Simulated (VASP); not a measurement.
Here is a VASP 6.6.1 calculation.

INCAR

```
PREC = Accurate ; ENCUT = 520
EDIFF = 1E-7 ; ISMEAR = 0
SIGMA = 0.05 ; LREAL = Auto
LASPH = T ; NELM = 150
ALGO = Normal ; ISIF = 2
LWAVE = F ; LCHARG = F
ISPIN = 2 ; MAGMOM = 0 0 0 0 0 0 0.2 0 0.2 0.2 0 0.2 0 0 0 0 0 0 0.2 0 0 0 0 0 0 0 0 0 0 0 0 0 0 0 0 0 0 0 0 0 0 0 0 0 0 0 0 0 0 0 0 0 0
LORBIT = 11 ; LMAXMIX = 4
GGA = PE ; NELECT = 426.0
NBANDS = 250 ; LUSENCCL = F
```

KPOINTS

```
Automatic mesh
0
Gamma
  3 3 2
```

POSCAR

```
Ta27N26
1.0
    7.7940000000      4.4998680000      0.0000000000
   -7.7940000000      4.4998680000      0.0000000000
    0.0000000000      0.0000000000      8.7330000000
Ta N
27 26
Direct
    0.3323793037      0.3326843888      0.1660938793
    0.3327150451      0.3339081422      0.4998112480
    0.3323738766      0.3326741528      0.8335214230
    0.6676544488      0.0006321357      0.1658452590
    0.6678191895      0.0001784560      0.4998068740
    0.6676509522      0.0006217279      0.8337631271
   -0.0000730302      0.6684671514      0.1672075440
    0.0002815771      0.6661070482      0.4997975752
   -0.0001234114      0.6684139638      0.8323628949
    0.3317885015      1.0002933404      0.1672716930
    0.3340727004      0.9998942732      0.4998123599
    0.3317550226      1.0002594354      0.8323804166
    0.6674937056      0.6677990901      0.1660847456
    0.6662720911      0.6674653029      0.4997954256
    0.6674807303      0.6677921528      0.8335088752
   -0.0004321345      0.3325677620      0.1658474210
    0.0000115289      0.3323811352      0.4998048838
   -0.0004263666      0.3325640380      0.8337584628
    0.0084159265     -0.0082725473     -0.0001963872
    0.0020304562     -0.0018244701      0.3317508690
    0.0020253984     -0.0018427061      0.6678654528
    0.3308611243      0.6693239977     -0.0001998489
    0.3324878065      0.6676990671      0.3324867895
    0.3324885326      0.6677011777      0.6671176806
    0.6654168996      0.3347308434     -0.0001875470
    0.6660167211      0.3341677946      0.3329432048
    0.6660174454      0.3341611854      0.6666647856
    0.1330062471      0.8671948223      0.3372986348
    0.1330022924      0.8671737320      0.6623098607
    0.4636092238      0.5365493547     -0.0001965584
    0.4635176999      0.5366743265      0.3327273878
    0.4635164298      0.5366662746      0.6668885262
    0.7965218432      0.2036829557     -0.0001943083
    0.7973883622      0.2028241932      0.3330616884
    0.7973886788      0.2028105618      0.6665461501
    0.4013651986      0.1999949871     -0.0001868903
    0.4043514210      0.2030862765      0.3339678700
    0.4043502509      0.2030660434      0.6656679278
    0.7439971640      0.8729297685     -0.0001923279
    0.7395413719      0.8698063158      0.3327413926
    0.7395314589      0.8698028181      0.6668661528
    0.0687090305      0.5373933786     -0.0002016681
    0.0704583383      0.5342507810      0.3332876396
    0.0704661663      0.5342372854      0.6663047010
    0.1272616379      0.2561968224     -0.0001933601
    0.1303801989      0.2606591259      0.3327308675
    0.1303777088      0.2606475755      0.6668775699
    0.4628117150      0.9314703750     -0.0001858463
    0.4659666609      0.9297370689      0.3333017677
    0.4659504147      0.9297350653      0.6663210435
    0.8001319706      0.5987634519     -0.0002065423
    0.7971266933      0.5958392116      0.3339169355
    0.7971036012      0.5958347904      0.6656612163
```

Potentials or basis: VASP PAW PBE potentials, release 64 (Ta_pv, N).

Launch:

```sh
$ cat potpaw_PBE.64/Ta_pv/POTCAR potpaw_PBE.64/N/POTCAR > POTCAR
$ mpirun -np 1 vasp_std > vasp.out
```

(1) What does it give for the net moment?

(2) Predict the largest force.

## Answers

(1) 0.00 μB per cell.

(2) 0.222 eV/Å.

Caveat: the cell carries a net charge on a neutralising background, which shifts energy and pressure.
